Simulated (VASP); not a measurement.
# H4C in VASP: notebook

Runs on H4C. Level: PBE+D3(BJ). Tasks: single point.

Program: VASP 6.6.1. These are calculated values, not measurements. Logs are shortened: lines on timing, memory, paths and dates and some standing lists are left out, and cuts for length are marked.

### Step 1. The cell of the first run

The cell holds a disordered packing, 40 atoms: a = 7.958 Å, b = 7.958 Å, c = 7.958 Å, α = 90.00°, β = 90.00°, γ = 90.00°.

### Step 2. Single point, PBE+D3(BJ)

INCAR reads:

```
SYSTEM = H4C
  PREC = Accurate
  ENCUT = 520
  EDIFF = 1E-6
  ISMEAR = -1
  SIGMA = 0.02
  LREAL = Auto
  LASPH = .True.
  NELM = 60
  ALGO = Normal
  ISIF = 2
  LWAVE = .False.
  LCHARG = .True.
  GGA = PE
  IVDW = 12
  LELF = .True.
  LVHAR = .True.
  NBANDS = 58
```

KPOINTS reads:

```
Automatic mesh
0
Gamma
  1 1 1
  0 0 0
```

POSCAR reads:

```
H4C
1.0
    7.9581140000      0.0000000000      0.0000000000
    0.0000000000      7.9581140000      0.0000000000
    0.0000000000      0.0000000000      7.9581140000
C H
8 32
Direct
    0.8921460537      0.5457951469     -0.1135696221
    0.8395707827      0.0525375736      0.5316711975
    0.2386243776      0.3077110984     -0.0201052661
    0.8714376296      0.1003252781      1.0068088997
    0.4181392727      0.1525487069      0.5507963319
    0.8011194612      0.4569675679      0.3275399171
    0.2761206989      0.8922214484      0.1130544247
    0.4498176327      0.7508311643      0.7257749763
    0.9606673139      0.4103987452     -0.0635954700
    0.8082191333      0.5476423183     -0.2057648332
    0.9944567268      0.6490356886     -0.1375577178
    0.8374974272      0.6191416710      0.0118621070
    0.9763494215      0.0690490234      0.5659129789
    0.7847964983      0.1577760761      0.4527580278
    0.7753093258      0.0127919756      0.6619533221
    0.8258615044     -0.0762994850      0.4507851986
    0.1387891654      0.3572077505     -0.1060552789
    0.1821160139      0.2881587271      0.1081537661
    0.3544181448      0.3807560435      0.0095123040
    0.2339750348      0.1696758805     -0.0619996145
    0.9041212528     -0.0160088182      1.0577883152
    0.7426759657      0.1050625814      1.0128907427
    0.9141990175      0.1365021913      0.8723800639
    0.9482648778      0.1964410160      1.1066064145
    0.4936219813      0.2537158930      0.5670564659
    0.4460353295      0.0898454081      0.6826114831
    0.4813954663      0.0860756707      0.4619310555
    0.2745751066      0.1261982424      0.5677224528
    0.9393557318      0.4668442799      0.3704269630
    0.7375491228      0.4058373630      0.4283803926
    0.8022503824      0.3607387378      0.2400191804
    0.7650430743      0.5821605471      0.3197868239
    0.3984612435      0.8707716426      0.1512544304
    0.3124358359      1.0152782431      0.0715496159
    0.2113691762      0.8799949335      0.2470937209
    0.2355834561      0.8108328179      0.0144632258
    0.3172485340      0.7550532702      0.7240911603
    0.5134633658      0.6444617406      0.7904008412
    0.4839086246      0.8679317738      0.7914061045
    0.4858814538      0.7573653758      0.5881795611
```

Potentials or basis: VASP PAW PBE potentials, release 64 (C, H).

Launch:

```console
$ cat potpaw_PBE.64/C/POTCAR potpaw_PBE.64/H/POTCAR > POTCAR
$ mpirun -np 1 vasp_gam > vasp.out
```

OUTCAR:

```text
SYSTEM = H4C
   PREC = Accurate
   ENCUT = 520
   EDIFF = 1E-6
   ISMEAR = -1
   LREAL = Auto
   LASPH = .True.
   NELM = 60
   ISIF = 2
   GGA = PE
   IVDW = 12
 IVDW          = 12

 ion  position               nearest neighbor table
   1  0.892  0.546  0.886-  10 0.99  11 1.17  12 1.24   9 1.27
   2  0.840  0.053  0.532-  13 1.13  14 1.13  15 1.20  16 1.22
   3  0.239  0.308  0.980-  19 1.11  17 1.12  18 1.13  20 1.15
   4  0.871  0.100  0.007-  22 1.03  21 1.04  23 1.16  24 1.26
   5  0.418  0.153  0.551-  25 1.01  27 1.02  28 1.17  26 1.18
   6  0.801  0.457  0.328-  30 1.03  31 1.04  32 1.04  29 1.15
   7  0.276  0.892  0.113-  33 1.03  36 1.07  34 1.07  35 1.19
   8  0.450  0.751  0.726-  37 1.06  39 1.10  38 1.11  40 1.13
   9  0.961  0.410  0.936-   1 1.27
  10  0.808  0.548  0.794-   1 0.99
  11  0.994  0.649  0.862-   1 1.17
  12  0.837  0.619  0.012-   1 1.24
  13  0.976  0.069  0.566-   2 1.13
  14  0.785  0.158  0.453-   2 1.13
[... 24 lines left out ...]
  39  0.484  0.868  0.791-   8 1.10
  40  0.486  0.757  0.588-   8 1.13

  LATTYP: Found a simple cubic cell.
 ALAT       =     7.9581140000

  Lattice vectors:

 A1 = (   7.9581140000,   0.0000000000,   0.0000000000)
 A2 = (   0.0000000000,   7.9581140000,   0.0000000000)
 A3 = (   0.0000000000,   0.0000000000,   7.9581140000)

Analysis of symmetry for initial positions (statically):
=====================================================================
 Subroutine PRICEL returns:
 Original cell was already a primitive cell.

 Routine SETGRP: Setting up the symmetry group for a
 simple cubic supercell.

 Subroutine GETGRP returns: Found  1 space group operations
 (whereof  1 operations were pure point group operations)
 out of a pool of 48 trial point group operations.

The static configuration has the point symmetry C_1 .

Analysis of symmetry for dynamics (positions and initial velocities):
=====================================================================
 Subroutine PRICEL returns:
 Original cell was already a primitive cell.

 Routine SETGRP: Setting up the symmetry group for a
 simple cubic supercell.

 Subroutine GETGRP returns: Found  1 space group operations
 (whereof  1 operations were pure point group operations)
 out of a pool of 48 trial point group operations.

The dynamic configuration has the point symmetry C_1 .

 Subroutine INISYM returns: Found  1 space group operations
 (whereof  1 operations are pure point group operations),
 and found     1 'primitive' translations

----------------------------------------------------------------------------------------

                                     Primitive cell

  volume of cell :     503.9999

  direct lattice vectors                    reciprocal lattice vectors
     7.958114000  0.000000000  0.000000000     0.125657913  0.000000000  0.000000000
     0.000000000  7.958114000  0.000000000     0.000000000  0.125657913  0.000000000
     0.000000000  0.000000000  7.958114000     0.000000000  0.000000000  0.125657913

  length of vectors
     7.958114000  7.958114000  7.958114000     0.125657913  0.125657913  0.125657913

  position of ions in fractional coordinates (direct lattice)
     0.892146054  0.545795147  0.886430378
     0.839570783  0.052537574  0.531671198
     0.238624378  0.307711098  0.979894734
     0.871437630  0.100325278  0.006808900
     0.418139273  0.152548707  0.550796332
     0.801119461  0.456967568  0.327539917
[... 32 lines left out ...]
     0.483908625  0.867931774  0.791406104
     0.485881454  0.757365376  0.588179561

  ion indices of the primitive-cell ions
   primitive index   ion index
                 1           1
                 2           2
                 3           3
                 4           4
                 5           5
                 6           6
[... 32 lines left out ...]
                39          39
                40          40

----------------------------------------------------------------------------------------

 KPOINTS: Automatic mesh

Automatic generation of k-mesh.
 Grid dimensions read from file:
 generate k-points for:    1    1    1

 Generating k-lattice:

  Cartesian coordinates                     Fractional coordinates (reciprocal lattice)
     0.125657913  0.000000000  0.000000000     1.000000000  0.000000000  0.000000000
     0.000000000  0.125657913  0.000000000     0.000000000  1.000000000  0.000000000
     0.000000000  0.000000000  0.125657913     0.000000000  0.000000000  1.000000000

  Length of vectors
     0.125657913  0.125657913  0.125657913

  Shift w.r.t. Gamma in fractional coordinates (k-lattice)
     0.000000000  0.000000000  0.000000000

 Subroutine IBZKPT returns following result:
 ===========================================

 Found      1 irreducible k-points:

 Following reciprocal coordinates:
            Coordinates               Weight
  0.000000  0.000000  0.000000      1.000000
   k-points           NKPTS =      1   k-points in BZ     NKDIM =      1   number of bands    NBANDS=     58
   number of dos      NEDOS =    301   number of ions     NIONS =     40
   total plane-waves  NPLWV = 216000
   dimension x,y,z NGX =    60 NGY =   60 NGZ =   60
   dimension x,y,z NGXF=   120 NGYF=  120 NGZF=  120
   ions per type =               8  32
   NGX,Y,Z   is equivalent  to a cutoff of  12.53, 12.53, 12.53 a.u.
   NGXF,Y,Z  is equivalent  to a cutoff of  25.07, 25.07, 25.07 a.u.
 SYSTEM =  H4C
   PREC   = accura    normal or accurate (medium, high low for compatibility)
   ISTART =      0    job   : 0-new  1-cont  2-samecut
   ICHARG =      2    charge: 1-file 2-atom 10-const
   ISPIN  =      1    spin polarized calculation?
   LNONCOLLINEAR =      F non collinear calculations
   LSORBIT =      F    spin-orbit coupling
   LASPH  =      T    aspherical Exc in radial PAW
   ENCUT  =  520.0 eV  38.22 Ry    6.18 a.u.  14.80 14.80 14.80*2*pi/ulx,y,z
   NELM   =     60;   NELMIN=  2; NELMDL= -5     # of ELM steps
   EDIFF  = 0.1E-05   stopping-criterion for ELM
   LREAL  =      T    real-space projection
   EDIFFG = 0.1E-04   stopping-criterion for IOM
   NSW    =      0    number of steps for IOM
   IBRION =     -1    ionic relax: 0-MD 1-quasi-New 2-CG
   NFREE  =      0    steps in history (QN), initial steepest desc. (CG)
   ISIF   =      2    stress and relaxation
   ISYM   =      2    0-nonsym 1-usesym 2-fastsym
   POTIM  = 0.5000    time-step for ionic-motion
   TEBEG  =    0.0;   TEEND  =   0.0 temperature during run
   PSTRESS=    0.0 pullay stress
   NELECT =      64.0000    total number of electrons
   NUPDOWN=      -1.0000    fix difference up-down
   EMIN   =  10.00;   EMAX   =-10.00  energy-range for DOS
   EFERMI =   0.00;   METHOD = LEGACY
   ISMEAR =    -1;   SIGMA  =   0.02  broadening in eV -4-tet -1-fermi 0-gaus
   EFERMI_NEDOS =   21; number of points for ismear=-14 and -15
   IALGO  =     38    algorithm
   IMIX   =      4    mixing-type and parameters
     AMIX     =   0.40;   BMIX     =  1.00
     AMIX_MAG =   1.60;   BMIX_MAG =  1.00
  volume/ion in A,a.u.               =      12.60        85.03
  Fermi-wavevector in a.u.,A,eV,Ry     =   0.822858  1.554975  9.212431  0.677095
  Thomas-Fermi vector in A             =   1.934266
   LORBIT       =      0    0 simple, 1 ext, 2 COOP (PROOUT), +10 PAW based schemes
   GGA     = PE    functional components
   LHFCALC =     F    Hartree Fock is set to
   AEXX    =    0.0000 exact exchange contribution
   IVDW    =    12    specifies the selected vdW correction
   LEPSILON=     F    determine dielectric tensor
   LRPA    =     F    only Hartree local field effects (RPA)
 non-spin polarized calculation
  energy-cutoff  :      520.00
  volume of cell :      504.00
 maximum number of plane-waves:      6759
 NGX is ok and might be reduce to    60
   NGX = 29   NGY = 29   NGZ = 29

 number of electron      64.0000002 magnetization

 Free energy of the ion-electron system (eV)
  ---------------------------------------------------
  ext. energy  EPLUGINS =         0.00000000
  ---------------------------------------------------
  free energy    TOTEN  =      -186.62966705 eV

  energy without entropy =     -186.62966705  energy(sigma->0) =     -186.62966705

 E-fermi :  -4.9442     XC(G=0):  -5.5254

 val. band max:       -5.4517985607   @ k =   0.0000   0.0000   0.0000
 cond. band min:       0.4148583981   @ k =   0.0000   0.0000   0.0000
 fundamental gap:      5.8666569588
 Fermi energy:        -4.9442160410

 k-point     1 :       0.0000    0.0000    0.0000
  band No.  band energies     occupation
      1     -15.4305      2.00000
      2     -15.3083      2.00000
      3     -15.1841      2.00000
      4     -15.0268      2.00000
      5     -14.8798      2.00000
      6     -14.7527      2.00000
[... 36 lines left out ...]
     43       3.6133      0.00000
     44       3.6968      0.00000
 [bands above 44 left out]

------------------------ aborting loop because EDIFF is reached ----------------------------------------

 Edisp (eV)   -1.06612

 E8    (eV) :    -0.2221

  FORCE on cell =-STRESS in cart. coord.  units (eV):
  Direction    XX          YY          ZZ          XY          YZ          ZX
  --------------------------------------------------------------------------------------
  -------------------------------------------------------------------------------------
  Total       2.91809    -0.04208    -9.17732    -5.34970     0.12625     0.07962
  in kB       9.27640    -0.13377   -29.17400   -17.00628     0.40135     0.25311
  external pressure =       -6.68 kB  Pullay stress =        0.00 kB

 VOLUME and BASIS-vectors are now :
 -----------------------------------------------------------------------------
  energy-cutoff  :      520.00
  volume of cell :      504.00
      direct lattice vectors                 reciprocal lattice vectors
     7.958114000  0.000000000  0.000000000     0.125657913  0.000000000  0.000000000
     0.000000000  7.958114000  0.000000000     0.000000000  0.125657913  0.000000000
     0.000000000  0.000000000  7.958114000     0.000000000  0.000000000  0.125657913

 POSITION                                       TOTAL-FORCE (eV/Angst)
 -----------------------------------------------------------------------------------
      7.09980      4.34350      7.05431         4.794777      1.198794      6.882926
      6.68140      0.41810      4.23110        -0.382130     -2.899811      0.437555
      1.89900      2.44880      7.79811        -1.407112     -1.723791      0.715466
      6.93500      0.79840      0.05419         3.982887      3.562916      0.239920
      3.32760      1.21400      4.38330        -3.489842     -3.294927      4.883889
      6.37540      3.63660      2.60660         3.742919      0.168056      1.903384
[... 32 lines left out ...]
      3.85100      6.90710      6.29810         0.373024     -0.185910     -0.260824
      3.86670      6.02720      4.68080         0.141278     -0.002126      1.110427
 -----------------------------------------------------------------------------------
    total drift:                                0.016080      0.009363     -0.014486

  FREE ENERGIE OF THE ION-ELECTRON SYSTEM (eV)
  ---------------------------------------------------
  free  energy   TOTEN  =      -187.6957848000 eV

  energy  without entropy=     -187.6957848000  energy(sigma->0) =     -187.69578480
```

It took 80 s on 1 thread of Intel Xeon Platinum 8559C (Emerald Rapids), shared host; peak memory 0.5 GiB.

Results:

```
Free energy                : -187.6958 eV
Pressure                   : -0.7 GPa
Largest force              : 8.474 eV/Å
Band gap on the k mesh     : 5.87 eV
Dispersion energy per atom : -0.027 eV
```

Forces in eV/Å, atoms in the order of the input:
```
C    4.795  1.199  6.883
C   -0.382 -2.900  0.438
C   -1.407 -1.724  0.715
C    3.983  3.563  0.240
C   -3.490 -3.295  4.884
C    3.743  0.168  1.903
C   -1.096  0.352  2.792
C    1.765  0.397 -0.799
H   -2.128  3.333 -1.429
H   -2.931 -0.448 -3.189
H   -0.862 -1.736 -0.231
H    0.480 -1.833 -2.224
H   -0.969  0.068 -0.633
H    0.425 -0.905  1.218
H    0.573  1.192 -2.325
H    0.439  2.262  1.253
H    1.294  0.538  0.609
H   -0.038  0.499 -0.612
H   -0.308 -0.586 -1.082
H    1.292  1.492  0.140
H    0.915 -1.966 -0.051
H   -2.700  0.762  0.297
H   -0.302 -0.910  1.768
H   -2.080 -1.738 -2.142
H    0.469  3.882  0.242
H    0.231  0.327 -1.788
H    0.850 -2.260 -2.264
H    1.809  1.613 -1.176
H   -1.215 -0.216 -0.259
H   -1.202 -0.790  2.209
H   -0.441 -0.646 -2.423
H   -0.996  1.709 -1.339
H    2.597 -1.822  0.518
H   -1.270  1.022 -0.191
H    0.243  0.572 -2.454
H   -0.380 -0.537 -0.335
H   -1.521 -0.697  0.313
H   -0.699  0.248 -0.324
H    0.373 -0.186 -0.261
H    0.141 -0.002  1.110
```

Levels at points of the mesh, in eV from the valence-band top:
| k point | band 30 | band 31 | band 32 | band 33 | band 34 | band 35 |
| --- | --- | --- | --- | --- | --- | --- |
| (0.00, 0.00, 0.00) | -0.44 | -0.11 | 0.00 | 5.87 | 7.68 | 7.84 |

Caveat: the k points lie up to 0.79 Å⁻¹ apart.

### Step 3. Single point, PBE+D3(BJ)

INCAR reads:

```
PREC = Accurate ; ENCUT = 520
EDIFF = 1E-6 ; ISMEAR = -1
SIGMA = 0.02 ; LREAL = Auto
LASPH = True ; NELM = 100
ALGO = Normal ; ISIF = 2
LWAVE = False ; LCHARG = True
GGA = PE ; IVDW = 12
LELF = True ; LVHAR = True
NBANDS = 58
```

KPOINTS reads:

```
regular mesh
0
Gamma
  1 1 1
```

POSCAR reads:

```
H4C
1.0
    7.9581140000      0.0000000000      0.0000000000
    0.0000000000      7.9581140000      0.0000000000
    0.0000000000      0.0000000000      7.9581140000
C H
8 32
Direct
    0.8958152648      0.5776117306     -0.2696870138
    0.9403358635     -0.0065342115      0.6238789743
    0.4046561786      0.3712186078     -0.0952361326
    0.7765784707      0.0886516579      0.9847056727
    0.4936094155      0.0827080386      0.4304411824
    0.7960680131      0.4123590087      0.3235816928
    0.0803833672      0.9384132974      0.2706797113
    0.4152617065      0.7937559075      0.8664992736
    0.8792912492      0.5295350129     -0.1284726507
    0.9992694249      0.4764445445     -0.3108399804
    0.9213363870      0.7021387228     -0.2277800997
    0.7808885372      0.5758399540     -0.3382836687
    0.9880481732     -0.1203802811      0.5571797539
    0.9967185692      0.0231713192      0.7318442536
    0.8063468304     -0.0438420460      0.6579950978
    0.9156315177      0.1033913312      0.5365215929
    0.4352413147      0.3147856389     -0.2187578615
    0.3181155736      0.4723229650     -0.1127528457
    0.5318596843      0.3965763748     -0.0388659926
    0.3692709102      0.2694105664      0.0178434237
    0.9093234905      0.0966058038      0.9953363322
    0.7167653039     -0.0386649400      0.9469831671
    0.7314421482      0.1940283841      0.8934026328
    0.7098164213      0.0863018549      1.1367894453
    0.4632127662      0.0900841581      0.3030994530
    0.6276235802      0.1214860707      0.4397901312
    0.4687040171     -0.0326836233      0.4868490198
    0.3673106467      0.1515183120      0.4624965161
    0.8414053883      0.5234406041      0.3825906490
    0.7031314203      0.3619073564      0.4082374291
    0.8848955921      0.3277535356      0.3355820236
    0.7849095904      0.4111778243      0.1917288443
    0.1933875288      0.9025630947      0.3086660985
   -0.0353852684      0.9015955288      0.3318751151
    0.0461415858      0.9027138842      0.1339387699
    0.0902223818      1.0771145023      0.2723509615
    0.3790973590      0.7396099126      0.9776060006
    0.3897782816      0.7118897769      0.7679583379
    0.5400777119      0.8490579552      0.8584320355
    0.3385475503      0.9124398067      0.8391938090
```

Potentials or basis: VASP PAW PBE potentials, release 64 (C, H).

Launch:

```console
$ cat potpaw_PBE.64/C/POTCAR potpaw_PBE.64/H/POTCAR > POTCAR
$ mpirun -np 1 vasp_gam > vasp.out
```

Wall time 84 s (1 thread of Intel Xeon Platinum 8559C (Emerald Rapids), shared host); peak memory 0.45 GiB.

The run converged. Its results:

```
Free energy                : -188.3514 eV
Pressure                   : 0.6 GPa
Largest force              : 6.387 eV/Å
Band gap on the k mesh     : 6.17 eV
Dispersion energy per atom : -0.027 eV
```

Forces in eV/Å, atoms in the order of the input:
```
C    1.587 -3.305  3.297
C   -4.080 -1.173 -3.927
C    1.609 -3.074  2.425
C   -4.132 -0.494  1.955
C   -1.473  2.052  0.451
C   -2.084  1.857  0.899
C   -4.468  2.044 -4.080
C   -0.274  4.080 -1.699
H   -0.594  0.074 -1.985
H   -1.422  2.399  0.093
H    1.186  1.056 -0.760
H   -0.755 -0.379 -0.429
H    0.161  1.010  0.600
H    2.162  1.015  3.230
H    0.968  0.214 -0.082
H    0.805 -0.834  0.690
H   -0.447 -0.362  0.436
H   -0.341  0.582  0.433
H   -0.755  0.979 -0.557
H   -0.157  1.674 -2.689
H    1.011 -0.393  0.126
H    1.402  1.457 -0.076
H    0.201 -1.298  1.547
H    1.556  0.869 -3.393
H    0.070 -0.968 -2.383
H   -1.089  0.509  0.773
H    0.075 -2.144  0.402
H    2.294  0.425  0.833
H    0.335  1.187 -0.096
H   -1.221  0.053 -0.434
H    4.265 -3.517  0.829
H   -1.235  0.585 -1.314
H    3.666 -2.221  1.533
H    0.338 -0.219  0.590
H    1.104  0.310  1.250
H   -0.424 -0.107 -0.061
H   -0.373 -0.846  2.495
H   -0.090 -1.304 -1.653
H    0.429 -0.650  0.279
H    0.192 -1.143  0.454
```

Stress tensor (GPa, compression positive):
```
 0.82 -0.05  1.39
-0.05  0.70  1.27
 1.39  1.27  0.31
```

Levels at points of the mesh, in eV from the valence-band top:
```csv
k point,band 28,band 29,band 30,band 31,band 32,band 33,band 34,band 35,band 36,band 37
"(0.00, 0.00, 0.00)",-0.44,-0.28,-0.26,-0.15,0.00,6.17,7.96,8.07,8.18,8.40
```

Caveat: the k points lie up to 0.79 Å⁻¹ apart; the atoms stand as in a frame of molecular dynamics.
